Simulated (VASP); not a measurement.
Set up this calculation in VASP 6.6.1, as the native input.

| Item | Value |
| --- | --- |
| Task | single point |
| Functional | PBEsol |
| Potentials or basis | VASP PAW PBE potentials, release 64 (Ti_sv) |
| Cutoff | 520 eV |
| k mesh | 14 × 14 × 14 |
| Occupations | fermi-dirac, width 0.05 eV |
| Spin | no spin polarisation |
| Dipole correction | no |
| Further INCAR settings | ALGO = Normal; EDIFF = 1e-06; NBANDS = 12 |

The structure of Ti lies in POSCAR:

```
Ti
1.0
   -1.6245900000      1.6245900000      1.6410000000
    1.6245900000     -1.6245900000      1.6410000000
    1.6245900000      1.6245900000     -1.6410000000
Ti
1
Direct
    0.0000000000      0.0000000000      0.0000000000
```

This isn't the form of Ti at room conditions, which is hcp.

This cell differs from its parent crystal: equal xx and yy strain of -1 %.

One way to write it, as run:

INCAR

```
ALGO     = Normal         # electronic algorithm
EDIFF    = 1E-6           # SCF threshold, eV
ENCUT    = 520            # plane-wave cutoff, eV
GGA      = PS             # functional
ISIF     = 2              # what is computed and relaxed
ISMEAR   = -1             # smearing method
LASPH    = True           # aspherical terms in the spheres
LCHARG   = True           # write CHGCAR
LELF     = True           # ELF
LREAL    = False          # projectors in reciprocal space
LVHAR    = True         
LWAVE    = False          # write WAVECAR
NBANDS   = 12             # bands
NELM     = 60             # most SCF steps
PREC     = Accurate       # precision mode
SIGMA    = 0.05           # smearing width, eV
```

KPOINTS

```
k-points
0
Gamma
  14 14 14
```

Potentials or basis: VASP PAW PBE potentials, release 64 (Ti_sv).

Run with:

```bash
$ cat potpaw_PBE.64/Ti_sv/POTCAR > POTCAR
$ mpirun -np 1 vasp_std > vasp.out
```

It gave:

| Quantity | Value |
| --- | --- |
| Pressure | -5.0 GPa |
| Band gap on the k mesh | zero (bands 6 and 7 overlap by 1.61 eV) |

Caveat: the cell differs from its parent crystal (equal xx and yy strain of -1 %); the cell stands under tension; the PAW data sets were made with another functional, which shifts forces and pressure a little.

It took 58 s on 1 thread of Intel Xeon 8259CL, with other jobs on the host, peak memory 0.18 GiB.
